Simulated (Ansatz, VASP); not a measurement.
Given: the input of a run of Ansatz 0.2.0 on Pt.

File input.yaml:

```yaml
crystal:
  lattice:
    - [0.0, 1.9208704006, 1.9208704006]
    - [1.9208704006, 0.0, 1.9208704006]
    - [1.9208704006, 1.9208704006, 0.0]
  atoms:
    - { symbol: Pt, position: [0.0, 0.0, 0.0] }
kpoints:
  mp_grid: { grid: [9, 9, 9] }
scf:
  occupations: { method: fermi_dirac, width: 0.02 }
hamiltonian:
  xc: rpbe
  pseudopotentials: { kind: all_electron, lapw: { basis_error: 0.001 } }
magnetization:
  noncollinear: true
  spin_orbit: true
output:
  forces: true
  stress: true
  eigenvalues: true
```

Potentials or basis: all-electron LAPW, relativistic spinors.

The run is started by

```sh
$ ansatz run input.yaml --threads 1 --pin off --max-ram 3072MiB --backend cpu --events-out ev --progress --plain --runs-dir out
```

**Question.** Translate it to VASP 6.6.1. Potentials there: VASP PAW PBE potentials, release 64 (Pt).

**Answer.** As run (the cutoff follows the program's own potentials):

INCAR

```
SYSTEM = Pt
ALGO = Normal
EDIFF = 1E-7
ENCUT = 520
GGA = RP
GGA_COMPAT = .False.
ISIF = 2
ISMEAR = -1
LASPH = .True.
LCHARG = .False.
LMAXMIX = 4
LNONCOLLINEAR = .True.
LORBIT = 11
LORBMOM = .True.
LREAL = .False.
LSORBIT = .True.
LWAVE = .False.
MAGMOM = 0 0 0
NBANDS = 21
NELM = 150
PREC = Accurate
SIGMA = 0.02
```

Contents of KPOINTS:

```
k-points
0
Gamma
  9 9 9
  0 0 0
```

Contents of POSCAR:

```
Pt
1.0
    0.0000000000      1.9208704006      1.9208704006
    1.9208704006      0.0000000000      1.9208704006
    1.9208704006      1.9208704006      0.0000000000
Pt
1
Direct
    0.0000000000      0.0000000000      0.0000000000
```

Potentials or basis: VASP PAW PBE potentials, release 64 (Pt).

Launch:

```bash
$ cat potpaw_PBE.64/Pt/POTCAR > POTCAR
$ mpirun -np 1 vasp_ncl > vasp.out
```

Both were run:

|  | VASP | Ansatz | Ansatz less VASP |
| --- | --- | --- | --- |
| pressure (GPa) | 35.7 | 36.0 | +0.26 |
| net moment per atom (μB) | 0.00 | 0.00 | 0.000 |

VASP's potentials were made for PBE, not for RPBE. Both programs put the cell under a high pressure, so it lies far from rest at this level. Ansatz ran all-electron here, and VASP with PAW potentials.

Noted on Ansatz's run: the k mesh is thin for a metal, which can move the energy by tens of meV per atom.
